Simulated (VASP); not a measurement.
# SiP7 (P1) in VASP: single point with PBE

Aim: the single point of SiP7 with PBE.

Program: VASP 6.6.1. These are calculated values, not measurements. Logs are shortened: lines on timing, memory, paths and dates and some standing lists are left out, and cuts for length are marked.

## (1) The cell of the first run

The typed cell holds 8 atoms: a = 5.103 Å, b = 5.102 Å, c = 5.103 Å, α = 85.58°, β = 85.58°, γ = 85.56°.

## (2) Single point, PBE

Contents of INCAR:

```
SYSTEM = SiP7
ALGO = Normal
EDIFF = 1E-6
ENCUT = 520
GGA = PE
ISIF = 2
ISMEAR = 0
LASPH = .TRUE.
LCHARG = .FALSE.
LREAL = .FALSE.
LWAVE = .FALSE.
NBANDS = 30
NELM = 100
PREC = Accurate
SIGMA = 0.2
```

Contents of KPOINTS:

```
k-points
0
G
  6 6 6
  0 0 0
```

Contents of POSCAR:

```
SiP7
1.0
    3.4662353065      2.0021307116      3.1655980317
   -3.4646374368      2.0013588385      3.1650521874
    0.0001321269     -4.0024206620      3.1650910773
Si P
1 7
Direct
    0.0169130151      0.0170386331      0.0169629752
    0.5043353528      0.0082311624      0.5043497327
    0.5507594893      0.5506506724      0.5507221635
    0.0081302045      0.5044272454      0.5044051499
    0.5043811524      0.5043850441      0.0082085843
    0.0565596542      0.5492748321      0.0565431850
    0.5494079760      0.0564876455      0.0564799937
    0.0565131554      0.0565047650      0.5493282157
```

Potentials or basis: VASP PAW PBE potentials, release 64 (Si, P).

Command:

```
cat potpaw_PBE.64/Si/POTCAR potpaw_PBE.64/P/POTCAR > POTCAR
mpirun -np 1 vasp_std > vasp.out
```

OUTCAR:

```text
SYSTEM = SiP7
   EDIFF = 1E-6
   ENCUT = 520
   GGA = PE
   ISIF = 2
   ISMEAR = 0
   LASPH = .TRUE.
   LREAL = .FALSE.
   NELM = 100
   PREC = Accurate

 ion  position               nearest neighbor table
   1  0.017  0.017  0.017-   7 2.37   8 2.37   6 2.37   6 2.76   8 2.76   7 2.76
   2  0.504  0.008  0.504-   8 2.28   7 2.28   3 2.32   3 2.83   7 2.88   8 2.88
   3  0.551  0.551  0.551-   4 2.32   2 2.32   5 2.32   2 2.83   5 2.83   4 2.83
   4  0.008  0.504  0.504-   8 2.28   6 2.28   3 2.32   3 2.83   8 2.87   6 2.88
   5  0.504  0.504  0.008-   7 2.27   6 2.28   3 2.32   3 2.83   7 2.87   6 2.88
   6  0.057  0.549  0.057-   5 2.28   4 2.28   1 2.37   1 2.76   4 2.88   5 2.88
   7  0.549  0.056  0.056-   5 2.27   2 2.28   1 2.37   1 2.76   5 2.87   2 2.88
   8  0.057  0.057  0.549-   4 2.28   2 2.28   1 2.37   1 2.76   4 2.87   2 2.88

  LATTYP: Found a triclinic cell.
 ALAT       =     5.1016374938
 B/A-ratio  =     1.3585584660
 C/A-ratio  =     1.0002010729
 COS(alpha) =     0.0000126099
 COS(beta)  =     0.0770953230
 COS(gamma) =     0.6790300678

  Lattice vectors:

 A1 = (  -3.4646374368,   2.0013588385,   3.1650521874)
 A2 = (  -6.9308727433,  -0.0007718731,  -0.0005458443)
 A3 = (   0.0001321269,  -4.0024206620,   3.1650910773)

Analysis of symmetry for initial positions (statically):
=====================================================================
 Subroutine PRICEL returns:
 Original cell was already a primitive cell.

 Routine SETGRP: Setting up the symmetry group for a
 triclinic supercell.

 Subroutine GETGRP returns: Found  1 space group operations
 (whereof  1 operations were pure point group operations)
 out of a pool of  2 trial point group operations.

The static configuration has the point symmetry C_1 .

Analysis of symmetry for dynamics (positions and initial velocities):
=====================================================================
 Subroutine PRICEL returns:
 Original cell was already a primitive cell.

 Routine SETGRP: Setting up the symmetry group for a
 triclinic supercell.

 Subroutine GETGRP returns: Found  1 space group operations
 (whereof  1 operations were pure point group operations)
 out of a pool of  2 trial point group operations.

The dynamic configuration has the point symmetry C_1 .

 Subroutine INISYM returns: Found  1 space group operations
 (whereof  1 operations are pure point group operations),
 and found     1 'primitive' translations

----------------------------------------------------------------------------------------

                                     Primitive cell
[... 106 lines left out ...]
   NSW    =      0    number of steps for IOM
   IBRION =     -1    ionic relax: 0-MD 1-quasi-New 2-CG
   NFREE  =      0    steps in history (QN), initial steepest desc. (CG)
   ISIF   =      2    stress and relaxation
   ISYM   =      2    0-nonsym 1-usesym 2-fastsym
   POTIM  = 0.5000    time-step for ionic-motion
   TEBEG  =    0.0;   TEEND  =   0.0 temperature during run
   PSTRESS=    0.0 pullay stress
   NELECT =      39.0000    total number of electrons
   NUPDOWN=      -1.0000    fix difference up-down
   EMIN   =  10.00;   EMAX   =-10.00  energy-range for DOS
   EFERMI =   0.00;   METHOD = LEGACY
   ISMEAR =     0;   SIGMA  =   0.20  broadening in eV -4-tet -1-fermi 0-gaus
   EFERMI_NEDOS =   21; number of points for ismear=-14 and -15
   IALGO  =     38    algorithm
   IMIX   =      4    mixing-type and parameters
     AMIX     =   0.40;   BMIX     =  1.00
     AMIX_MAG =   1.60;   BMIX_MAG =  1.00
  volume/ion in A,a.u.               =      16.46       111.11
  Fermi-wavevector in a.u.,A,eV,Ry     =   1.091140  2.061955 16.198900  1.190586
  Thomas-Fermi vector in A             =   2.227379
   LORBIT       =      0    0 simple, 1 ext, 2 COOP (PROOUT), +10 PAW based schemes
   GGA     = PE    functional components
   LHFCALC =     F    Hartree Fock is set to
   AEXX    =    0.0000 exact exchange contribution
   IVDW    =     0    specifies the selected vdW correction
   LEPSILON=     F    determine dielectric tensor
   LRPA    =     F    only Hartree local field effects (RPA)
 non-spin polarized calculation
 Gauss-broadening in eV      SIGMA  =   0.20
  energy-cutoff  :      520.00
  volume of cell :      131.72
 maximum number of plane-waves:      3574
 NGX is ok and might be reduce to    40
   NGX = 19   NGY = 19   NGZ = 19

 number of electron      39.0000002 magnetization

 Free energy of the ion-electron system (eV)
  ---------------------------------------------------
  ext. energy  EPLUGINS =         0.00000000
  ---------------------------------------------------
  free energy    TOTEN  =       -42.79603513 eV

  energy without entropy =      -42.75329758  energy(sigma->0) =      -42.77466636

 E-fermi :   8.3467     XC(G=0): -10.6379

 val. band max:        8.3333424388   @ k =   0.5000   0.5000   0.5000
 cond. band min:       8.4136453521   @ k =  -0.3333   0.1667   0.5000
 fundamental gap:      0.0803029133
 Fermi energy:         8.3467255650

 k-point     1 :       0.0000    0.0000    0.0000
  band No.  band energies     occupation
      1      -7.4550      2.00000
      2      -4.0580      2.00000
      3      -4.0550      2.00000
      4      -3.1827      2.00000
      5      -1.1136      2.00000
      6      -1.1130      2.00000
[... 781 lines left out ...]
     29      13.1512      0.00000
     30      13.5062      0.00000

 [... further k-points ...]
[... 5 lines left out ...]
  --------------------------------------------------------------------------------------
  -------------------------------------------------------------------------------------
  Total       -0.1779513     -0.2065238     -0.0665224     -0.0125751     -0.0053064     -0.0075770
  in kB       -2.1645298     -2.5120741     -0.8091523     -0.1529583     -0.0645453     -0.0921637
  external PRESSURE =      -1.8285854 kB  Pullay stress =       0.0000000 kB

 VOLUME and BASIS-vectors are now :
 -----------------------------------------------------------------------------
  energy-cutoff  :      520.00
  volume of cell :      131.72
      direct lattice vectors                 reciprocal lattice vectors
     3.466235306  2.002130712  3.165598032     0.144264411  0.083255395  0.105274712
    -3.464637437  2.001358838  3.165052187    -0.144299544  0.083287440  0.105327281
     0.000132127 -4.002420662  3.165091077     0.000010254 -0.166555147  0.105329113

 POSITION                                       TOTAL-FORCE (eV/Angst)
 -----------------------------------------------------------------------------------
     -0.00041      0.00007      0.16116         0.001284     -0.000361     -0.032208
      1.71969     -0.99240      3.21889        -0.009646      0.005066     -0.057687
      0.00133      0.00052      5.22941        -0.001350      0.000720      0.055878
     -1.71941     -0.99302      3.21876         0.010591      0.006300     -0.058592
      0.00079      1.98644      3.21905        -0.001365     -0.012029     -0.058585
     -1.70698      0.98623      2.09649         0.020030     -0.011032      0.050778
      1.70868      0.98698      2.09676        -0.020747     -0.013342      0.049775
      0.00019     -1.97241      2.09641         0.001204      0.024678      0.050640
 -----------------------------------------------------------------------------------
    total drift:                                0.000004      0.000000     -0.000200

  FREE ENERGIE OF THE ION-ELECTRON SYSTEM (eV)
  ---------------------------------------------------
  free  energy   TOTEN  =       -42.7960351310 eV

  energy  without entropy=      -42.7532975794  energy(sigma->0) =      -42.77466636
```

Run time: 5.2 min. Hardware: 1 thread of Intel Xeon Platinum 8259CL at 2.50GHz (Skylake/Cascade Lake), shared host; peak memory 0.45 GiB.

Results:

```
Free energy            : -42.7960 eV
Pressure               : -0.2 GPa
Largest force          : 0.060 eV/Å
Band gap on the k mesh : zero (an odd number of electrons rules out a gap without spin polarisation)
```

Forces in eV/Å, atoms in the order of the input:
```
Si   0.001  0.000 -0.032
P   -0.010  0.005 -0.058
P   -0.001  0.001  0.056
P    0.011  0.006 -0.059
P   -0.001 -0.012 -0.059
P    0.020 -0.011  0.051
P   -0.021 -0.013  0.050
P    0.001  0.025  0.051
```

Stress tensor (GPa, compression positive):
```
-0.22 -0.02 -0.01
-0.02 -0.25 -0.01
-0.01 -0.01 -0.08
```
